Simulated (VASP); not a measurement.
Input of a VASP 6.6.1 run:

File INCAR:

```
SYSTEM = NbAs
PREC = Accurate
ENCUT = 500
EDIFF = 1E-6
ISMEAR = 0
SIGMA = 0.1
LREAL = .False.
LASPH = .True.
NELM = 120
ALGO = Normal
ISIF = 2
LWAVE = .False.
LCHARG = .False.
GGA = PE
NBANDS = 26
GGA_COMPAT = .False.
```

KPOINTS

```
Automatic mesh
0
Gamma
  4 4 5
  0 0 0
```

Contents of POSCAR:

```
NbAs
1.0
   -1.7258500000      1.7258500000      5.8400000000
    1.7258500000     -1.7258500000      5.8400000000
    1.7258500000      1.7258500000     -5.8400000000
Nb As
2 2
Direct
    0.7500000000      0.7500000000      0.0000000000
    0.5000000000      0.0000000000      0.5000000000
    0.1660000000      0.1660000000      0.0000000000
    0.9160000000      0.4160000000      0.5000000000
```

Potentials or basis: VASP PAW PBE potentials, release 64 (Nb_sv, As).

Command:

```sh
$ cat potpaw_PBE.64/Nb_sv/POTCAR potpaw_PBE.64/As/POTCAR > POTCAR
$ mpirun -np 1 vasp_std > vasp.out
```

**Question.** What does it give for the largest force?

**Answer.** 0.305 eV/Å.

**Question.** Estimate the pressure.

**Answer.** 3.2 GPa.

Stress tensor (GPa, compression positive):
```
2.89 0.00 0.00
0.00 2.89 0.00
0.00 0.00 3.71
```

Caveat: the k points lie up to 0.51 Å⁻¹ apart.
